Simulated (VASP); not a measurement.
Here is a VASP 6.6.1 calculation.

The input INCAR:

```
ALGO = Normal ; EDIFF = 1E-7
EDIFFG = -0.04 ; ENCUT = 600
GGA = PE ; IBRION = 2
ISIF = 3 ; ISMEAR = 0
LASPH = T ; LCHARG = F
LREAL = F ; LWAVE = F
NELM = 60 ; NSW = 90
PREC = Accurate ; SIGMA = 0.1
```

KPOINTS

```
k-points
0
Gamma
  6 6 4
```

POSCAR

```
Zr2PbO
1.0
    4.5897955400      0.0000000000      0.0000000000
   -2.2948977700      3.9748795400      0.0000000000
    0.0000000000      0.0000000000      4.0011919400
Zr Pb O
2 1 1
Direct
    0.3333333300      0.6666666700      0.4540204600
    0.6666666700      0.3333333300      0.5459795400
    0.0000000000      0.0000000000      0.5000000000
    0.0000000000      0.0000000000      0.0000000000
```

Potentials or basis: VASP PAW PBE potentials, release 64 (Zr_sv, Pb_d, O).

Command:

```sh
$ cat potpaw_PBE.64/Zr_sv/POTCAR potpaw_PBE.64/Pb_d/POTCAR potpaw_PBE.64/O/POTCAR > POTCAR
$ mpirun -np 1 vasp_std > vasp.out
```

Q: What does it give for the space group after relaxing (to 0.05 Å)?

A: P-3m1 (No. 164).

Q: Estimate the band gap on the k mesh.

A: Zero (band 22 reaches 10.60 eV, above the bottom of band 23 at 9.02 eV).

Forces on the atoms (eV/Å):
```
Zr   0.000  0.000  0.016
Zr   0.000  0.000 -0.016
Pb   0.000  0.000  0.000
O    0.000  0.000  0.000
```

Caveat: the k points lie up to 0.34 Å⁻¹ apart in the final cell; spin-orbit coupling is left out, which moves the levels of the heavy elements.
